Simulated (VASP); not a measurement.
## CsH: single point with LDA

CsH:

```xyz
2
Lattice="0.0000 2.9330 3.4430 2.9330 0.0000 3.4430 2.9330 2.9330 0.0000" Properties=species:S:1:pos:R:3 pbc="T T T"
Cs    0.0000    0.0000    0.0000
H     2.9330    2.9330    3.4430
```

This cell differs from its parent crystal: strain -0.080 along x and y, +0.080 along z.

```json
{
  "Program": "VASP 6.6.1",
  "Task": "single point",
  "Functional": "LDA",
  "Potentials or basis": "VASP PAW LDA potentials, release 64 (Cs_sv, H)",
  "Cutoff": "520 eV",
  "k mesh": "8 × 8 × 8",
  "Occupations": "gaussian, width 0.05 eV",
  "Spin": "no spin polarisation",
  "Dipole correction": "no",
  "Further INCAR settings": "ALGO = Normal; EDIFF = 1e-06; NBANDS = 12"
}
```

* Pressure: 0.3 GPa
* Band gap on the k mesh: 1.66 eV, direct

Stress tensor (GPa, compression positive):
```
 1.44  0.00  0.00
 0.00  1.44  0.00
 0.00  0.00 -2.11
```

Levels at points of the mesh, in eV from the valence-band top:
```tsv
k point	band 1	band 2	band 3	band 4	band 5	band 6	band 7	band 8	band 9	band 10
(0.00, 0.00, 0.00)	-21.62	-8.10	-7.88	-7.88	-2.18	4.34	4.36	5.25	5.25	7.60
(0.50, 0.00, 0.00)	-21.50	-9.11	-8.26	-7.90	0.00	1.66	3.91	5.01	6.96	8.01
(0.50, 0.50, 0.00)	-21.51	-8.99	-8.10	-8.10	-1.63	2.85	4.60	8.34	8.78	8.87
(0.50, 0.00, 0.50)	-21.43	-8.88	-8.51	-8.34	-1.67	2.47	6.02	6.96	7.27	7.88
```

It took 26 s on 1 thread of AMD EPYC 9R14 (Zen 4) (shared host), peak memory 0.15 GiB.

Caveat: the cell differs from its parent crystal (strain -0.080 along x and y, +0.080 along z); spin-orbit coupling is left out, which moves the levels of the heavy elements. A k mesh can miss the band edges.
